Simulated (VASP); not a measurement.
Wanted: the native input for a VASP 6.6.1 run.

| Quantity | Value |
| --- | --- |
| Task | single point |
| Functional | PBE |
| Dispersion | D3(BJ) |
| Potentials or basis | VASP PAW PBE potentials, release 64 (Al, O) |
| Cutoff | 520 eV |
| k mesh | 12 × 12 × 4 |
| Occupations | gaussian, width 0.05 eV |
| Spin | no spin polarisation |
| Dipole correction | no |
| Further INCAR settings | ALGO = Normal; EDIFF = 1e-06; NBANDS = 20 |

The structure of Al2O3 lies in POSCAR:

```
Al2O3
1.0
    2.9708546968      0.0000000000      0.0000000000
   -1.4854273484      2.5728356383      0.0000000000
    0.0000000000      0.0000000000      9.0566518262
Al O
2 3
Direct
    0.0000000000      0.0000000000      0.1499923300
    0.0000000000      0.0000000000      0.8500076700
    0.3333333333      0.6666666667      0.2223169200
    0.6666666667      0.3333333333      0.0000000000
    0.3333333333      0.6666666667      0.7776830800
```

This cell differs from its parent crystal: strain +0.030 along x and y, -0.030 along z.

The input as run:

INCAR

```
  ALGO = Normal
  EDIFF = 1E-6
  ENCUT = 520
  GGA = PE
  ISIF = 2
  ISMEAR = 0
  IVDW = 12
  LASPH = True
  LCHARG = False
  LREAL = False
  LWAVE = False
  NBANDS = 20
  NELM = 60
  PREC = Accurate
  SIGMA = 0.05
```

KPOINTS

```
k-points
0
Gamma
  12 12 4
```

Potentials or basis: VASP PAW PBE potentials, release 64 (Al, O).

Run with:

```sh
$ cat potpaw_PBE.64/Al/POTCAR potpaw_PBE.64/O/POTCAR > POTCAR
$ mpirun -np 1 vasp_std > vasp.out
```

Results of the run:

- Pressure: -7.9 GPa
- Largest force: 0.840 eV/Å
- Band gap on the k mesh: 3.96 eV (least direct gap 4.17 eV)
- Dispersion energy per atom: -0.160 eV

Caveat: the cell differs from its parent crystal (strain +0.030 along x and y, -0.030 along z); the stress differs along the axes, from -13 to 2 GPa.

It took 120 s on 1 thread of Intel Xeon 8259CL, on a shared host, peak memory 0.23 GiB.
